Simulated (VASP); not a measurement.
# Ge (Pm-3m) in VASP: single point with LDA

Aim: the single point of Ge with LDA.

Everything below comes from runs of VASP 6.6.1. Logs are shortened: lines on timing, memory, paths and dates and some standing lists are left out, and cuts for length are marked.

## Step 1: The cell of the first run

It takes space group Pm-3m (No. 221, cubic). The conventional cell has a = 2.533 Å, b = 2.533 Å, c = 2.533 Å, α = 90.00°, β = 90.00°, γ = 90.00°. Within 3.3 Å of Ge (site symmetry m-3m) lie 6 Ge at 2.53 Å.

## Step 2: Single point, LDA (volume scaled by 0.88)

The input, INCAR:

```
SYSTEM = Ge
PREC = Accurate ; ENCUT = 520
EDIFF = 1E-6 ; ISMEAR = -1
SIGMA = 0.08 ; LREAL = .FALSE.
LASPH = .TRUE. ; NELM = 60
ALGO = Normal ; ISIF = 2
LWAVE = .FALSE. ; LCHARG = .FALSE.
NBANDS = 13
```

The input, KPOINTS:

```
Automatic mesh
0
G
  15 15 15
  0 0 0
```

The input, POSCAR:

```
Ge
1.0
    2.5332355136      0.0000000000      0.0000000000
    0.0000000000      2.5332355136      0.0000000000
    0.0000000000      0.0000000000      2.5332355136
Ge
1
Direct
    0.0000000000      0.0000000000      0.0000000000
```

Potentials or basis: VASP PAW LDA potentials, release 64 (Ge_d).

Command:

```
$ cat potpaw_LDA.64/Ge_d/POTCAR > POTCAR
$ mpirun -np 1 vasp_std > vasp.out
```

OUTCAR:

```text
SYSTEM = Ge
   PREC = Accurate
   ENCUT = 520
   EDIFF = 1E-6
   ISMEAR = -1
   LREAL = .FALSE.
   LASPH = .TRUE.
   NELM = 60
   ISIF = 2

 ion  position               nearest neighbor table
   1  0.000  0.000  0.000-

  LATTYP: Found a simple cubic cell.
 ALAT       =     2.5332355136

  Lattice vectors:

 A1 = (   2.5332355136,   0.0000000000,   0.0000000000)
 A2 = (   0.0000000000,   2.5332355136,   0.0000000000)
 A3 = (   0.0000000000,   0.0000000000,   2.5332355136)

Analysis of symmetry for initial positions (statically):
=====================================================================
 Subroutine PRICEL returns:
 Original cell was already a primitive cell.

 Routine SETGRP: Setting up the symmetry group for a
 simple cubic supercell.

 Subroutine GETGRP returns: Found 48 space group operations
 (whereof 48 operations were pure point group operations)
 out of a pool of 48 trial point group operations.

The static configuration has the point symmetry O_h .

Analysis of symmetry for dynamics (positions and initial velocities):
=====================================================================
 Subroutine PRICEL returns:
 Original cell was already a primitive cell.

 Routine SETGRP: Setting up the symmetry group for a
 simple cubic supercell.

 Subroutine GETGRP returns: Found 48 space group operations
 (whereof 48 operations were pure point group operations)
 out of a pool of 48 trial point group operations.

The dynamic configuration has the point symmetry O_h .

 Subroutine INISYM returns: Found 48 space group operations
 (whereof 48 operations are pure point group operations),
 and found     1 'primitive' translations

----------------------------------------------------------------------------------------

                                     Primitive cell

  volume of cell :      16.2565

  direct lattice vectors                    reciprocal lattice vectors
     2.533235514  0.000000000  0.000000000     0.394752085  0.000000000  0.000000000
     0.000000000  2.533235514  0.000000000     0.000000000  0.394752085  0.000000000
     0.000000000  0.000000000  2.533235514     0.000000000  0.000000000  0.394752085

  length of vectors
     2.533235514  2.533235514  2.533235514     0.394752085  0.394752085  0.394752085

  position of ions in fractional coordinates (direct lattice)
     0.000000000  0.000000000  0.000000000

  ion indices of the primitive-cell ions
   primitive index   ion index
                 1           1

----------------------------------------------------------------------------------------

[... 75 lines left out ...]
   ISIF   =      2    stress and relaxation
   ISYM   =      2    0-nonsym 1-usesym 2-fastsym
   POTIM  = 0.5000    time-step for ionic-motion
   TEBEG  =    0.0;   TEEND  =   0.0 temperature during run
   PSTRESS=    0.0 pullay stress
   NELECT =      14.0000    total number of electrons
   NUPDOWN=      -1.0000    fix difference up-down
   EMIN   =  10.00;   EMAX   =-10.00  energy-range for DOS
   EFERMI =   0.00;   METHOD = LEGACY
   ISMEAR =    -1;   SIGMA  =   0.08  broadening in eV -4-tet -1-fermi 0-gaus
   EFERMI_NEDOS =   21; number of points for ismear=-14 and -15
   IALGO  =     38    algorithm
   IMIX   =      4    mixing-type and parameters
     AMIX     =   0.40;   BMIX     =  1.00
     AMIX_MAG =   1.60;   BMIX_MAG =  1.00
  volume/ion in A,a.u.               =      16.26       109.70
  Fermi-wavevector in a.u.,A,eV,Ry     =   1.557550  2.943342 33.007208  2.425961
  Thomas-Fermi vector in A             =   2.661184
   LORBIT       =      0    0 simple, 1 ext, 2 COOP (PROOUT), +10 PAW based schemes
   GGA     = CA    functional components
   LHFCALC =     F    Hartree Fock is set to
   AEXX    =    0.0000 exact exchange contribution
   IVDW    =     0    specifies the selected vdW correction
   LEPSILON=     F    determine dielectric tensor
   LRPA    =     F    only Hartree local field effects (RPA)
 non-spin polarized calculation
  energy-cutoff  :      520.00
  volume of cell :       16.26
 maximum number of plane-waves:       461
 NGX is ok and might be reduce to    20
   NGX =  9   NGY =  9   NGZ =  9

 number of electron      13.9999991 magnetization

 Free energy of the ion-electron system (eV)
  ---------------------------------------------------
  ext. energy  EPLUGINS =         0.00000000
  ---------------------------------------------------
  free energy    TOTEN  =        -4.91044484 eV

  energy without entropy =       -4.90183473  energy(sigma->0) =       -4.90613978

 E-fermi :   7.9292     XC(G=0): -12.2456

 val. band max:        7.9096274992   @ k =   0.4000   0.4000   0.2667
 cond. band min:       7.9786607915   @ k =   0.2667   0.2667   0.1333
 fundamental gap:      0.0690332922
 Fermi energy:         7.9292056845

 k-point     1 :       0.0000    0.0000    0.0000
  band No.  band energies     occupation
      1     -17.0673      2.00000
      2     -17.0673      2.00000
      3     -16.6354      2.00000
      4     -16.6354      2.00000
      5     -16.6354      2.00000
      6      -6.5651      2.00000
      7      15.6113      0.00000
      8      15.6113      0.00000
      9      15.6113      0.00000
     10      18.9077      0.00000
     11      18.9077      0.00000
     12      22.5902      0.00000
     13      39.3461      0.00000
[... 354 lines left out ...]
  band No.  band energies     occupation
      1     -16.9774      2.00000
      2     -16.7784      2.00000
      3     -16.7680      2.00000
      4     -16.7168      2.00000
      5     -16.6665      2.00000
      6      -3.1163      2.00000
      7       5.3800      2.00000
      8      11.5166      0.00000
      9      18.8587      0.00000
     10      20.2355      0.00000
     11      23.4075      0.00000
     12      29.3480      0.00000
     13      29.4067      0.00000

 [... further k-points ...]
[... 5 lines left out ...]
  --------------------------------------------------------------------------------------
  -------------------------------------------------------------------------------------
  Total        1.4576446      1.4576446      1.4576446      0.0000000      0.0000000     -0.0000000
  in kB      143.6598894    143.6598894    143.6598894      0.0000000      0.0000000     -0.0000000
  external PRESSURE =     143.6598894 kB  Pullay stress =       0.0000000 kB

 VOLUME and BASIS-vectors are now :
 -----------------------------------------------------------------------------
  energy-cutoff  :      520.00
  volume of cell :       16.26
      direct lattice vectors                 reciprocal lattice vectors
     2.533235514  0.000000000  0.000000000     0.394752085  0.000000000  0.000000000
     0.000000000  2.533235514  0.000000000     0.000000000  0.394752085  0.000000000
     0.000000000  0.000000000  2.533235514     0.000000000  0.000000000  0.394752085

 POSITION                                       TOTAL-FORCE (eV/Angst)
 -----------------------------------------------------------------------------------
      0.00000      0.00000      0.00000         0.000000      0.000000      0.000000
 -----------------------------------------------------------------------------------
    total drift:                                0.000000      0.000000      0.000000

  FREE ENERGIE OF THE ION-ELECTRON SYSTEM (eV)
  ---------------------------------------------------
  free  energy   TOTEN  =        -4.9104448409 eV

  energy  without entropy=       -4.9018347282  energy(sigma->0) =       -4.90613978
```

stdout:

```text
POSCAR found type information on POSCAR Ge
 POSCAR found :  1 types and       1 ions
 scaLAPACK will be used
 LDA part: xc-table for (Slater(with rela. corr.)+CA(PZ))
 , standard interpolation
 POSCAR, INCAR and KPOINTS ok, starting setup
 FFT: planning ... GRIDC
 FFT: planning ... GRID_SOFT
 FFT: planning ... GRID
 WAVECAR not read
 entering main loop
```

Wall time 12 s (1 thread of Intel Xeon Platinum 8488C (Sapphire Rapids), shared host); peak memory 0.13 GiB.

What came out:

* Free energy: -4.9104 eV
* Pressure: 14.4 GPa
* Band gap on the k mesh: zero (band 7 reaches 15.61 eV, above the bottom of band 8 at 5.22 eV)

Levels at points of the mesh, in eV from the Fermi level:
```
           k point  band 4  band 5  band 6  band 7  band 8  band 9  band 10  band 11
(0.00, 0.00, 0.00)  -24.56  -24.56  -14.49    7.68    7.68    7.68    10.98    10.98
```
